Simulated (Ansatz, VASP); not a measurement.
**MgO in VASP and in Ansatz**

Contents of INCAR:

```
SYSTEM = MgO
  ALGO = Normal
  EDIFF = 1E-6
  ENCUT = 520
  GGA = PS
  ISIF = 2
  ISMEAR = 0
  LASPH = .TRUE.
  LCHARG = .TRUE.
  LELF = .TRUE.
  LREAL = .FALSE.
  LVHAR = .TRUE.
  LWAVE = .FALSE.
  NBANDS = 16
  NELM = 100
  PREC = Accurate
  SIGMA = 0.05
```

File KPOINTS:

```
k-points
0
G
  9 9 6
  0 0 0
```

POSCAR

```
MgO
1.0
    3.4863778627      0.0000000000      0.0000000000
   -1.7431889314      3.0192917963      0.0000000000
    0.0000000000      0.0000000000      4.7262002281
Mg O
2 2
Direct
    0.6666666667      0.3333333333      0.7500000000
    0.3333333333      0.6666666667      0.2500000000
    0.6666666667      0.3333333333      0.2500000000
    0.3333333333      0.6666666667      0.7500000000
```

Input for Ansatz:

```yaml
crystal:
  lattice:
    - [3.4863778627, 0.0, 0.0]
    - [-1.7431889314, 3.0192917963, 0.0]
    - [0.0, 0.0, 4.7262002281]
  atoms:
    - { symbol: Mg, position: [0.6666666667, 0.3333333333, 0.75] }
    - { symbol: Mg, position: [0.3333333333, 0.6666666667, 0.25] }
    - { symbol: O, position: [0.6666666667, 0.3333333333, 0.25] }
    - { symbol: O, position: [0.3333333333, 0.6666666667, 0.75] }
basis:
  ecutwfc: 420
kpoints:
  mp_grid: { grid: [9, 9, 6] }
hamiltonian:
  xc: pbesol
scf:
  occupations: { method: gaussian, width: 0.05 }
output:
  forces: true
  stress: true
  eigenvalues: true
```

Change from the starting cell: strain +0.1312 x Voigt [0, 0, 1, 0, 0, 0], atoms carried along.

Alike in both runs: task single point; functional PBEsol; k mesh 9 × 9 × 6; occupations gaussian, width 0.05 eV; no spin polarisation.

|  | VASP | Ansatz |
| --- | --- | --- |
| version | VASP 6.6.1 | Ansatz 0.2.0 |
| potentials or method | VASP PAW PBE potentials, release 64 (Mg, O), cutoff 520 eV | scalar-relativistic, plane waves, PAW |
| valence electrons in the cell | 16 | 32 |

Ansatz gave:

| Quantity | Value |
| --- | --- |
| gap on the k mesh at the Fermi level (eV) | 2.56 |
| least direct gap on the mesh (eV) | 2.56 |
| pressure (GPa) | -9.7 |
| traceless stress, the component that is largest in VASP (GPa) | -5.63 |

Question: What did VASP give for the same quantities?

Answer: gap on the k mesh at the Fermi level (eV): 2.55; least direct gap on the mesh (eV): 2.55; pressure (GPa): -10.0; traceless stress, the component that is largest in VASP (GPa): -5.65.

VASP's potentials were made for PBE, not for PBEsol. The functional is the same, so the differences come from potentials, cutoffs and numerics. VASP's potentials hold 16 valence electrons a cell and Ansatz's 32, so a difference there can come from the potentials and not from the codes.
